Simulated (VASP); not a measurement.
Wanted: the native input for a VASP 6.6.1 run.

| Item | Value |
| --- | --- |
| Task | single point |
| Functional | PBE |
| Potentials or basis | VASP PAW PBE potentials, release 64 (Ga_d, Se) |
| Cutoff | 520 eV |
| k mesh | 3 × 3 × 3 |
| Occupations | gaussian, width 0.2 eV |
| Spin | no spin polarisation |
| Dipole correction | no |
| Further INCAR settings | ALGO = Normal; EDIFF = 1e-07; NBANDS = 48 |

The structure of GaSe4 lies in POSCAR:

```
GaSe4
1.0
    5.6738647338      0.0000000000      0.0000000000
    0.0000000000      5.6738647338      0.0000000000
    0.0000000000      0.0000000000      7.6487821954
Ga Se
2 8
Direct
    0.5000000000      0.5000000000      0.5000000000
    0.0000000000      0.0000000000      0.0000000000
    0.8315684027      0.3789229614      0.8815029062
    0.8789229614      0.3315684027      0.3815029062
    0.1210770386      0.6684315973      0.3815029062
    0.6210770386      0.8315684027      0.1184970938
    0.3315684027      0.1210770386      0.6184970938
    0.6684315973      0.8789229614      0.6184970938
    0.1684315973      0.6210770386      0.8815029062
    0.3789229614      0.1684315973      0.1184970938
```

These files were run (other wordings do the same):

INCAR

```
SYSTEM = GaSe4
PREC = Accurate ; ENCUT = 520
EDIFF = 1E-7 ; ISMEAR = 0
SIGMA = 0.2 ; LREAL = .False.
LASPH = .True. ; NELM = 80
ALGO = Normal ; ISIF = 2
LWAVE = .False. ; LCHARG = .False.
GGA = PE ; NBANDS = 48
```

KPOINTS

```
regular mesh
0
Gamma
  3 3 3
  0 0 0
```

Potentials or basis: VASP PAW PBE potentials, release 64 (Ga_d, Se).

Run with:

```sh
$ cat potpaw_PBE.64/Ga_d/POTCAR potpaw_PBE.64/Se/POTCAR > POTCAR
$ mpirun -np 1 vasp_std > vasp.out
```

It gave:

* Pressure: 0.2 GPa
* Largest force: 0.030 eV/Å
* Band gap on the k mesh: zero (band 37 reaches 3.66 eV, above the bottom of band 38 at 2.92 eV)

Caveat: the k points lie up to 0.37 Å⁻¹ apart.

Run time: 49 s on 1 thread of AMD EPYC 9R45 96-Core Processor (Zen 5) (shared host), peak memory 0.29 GiB.
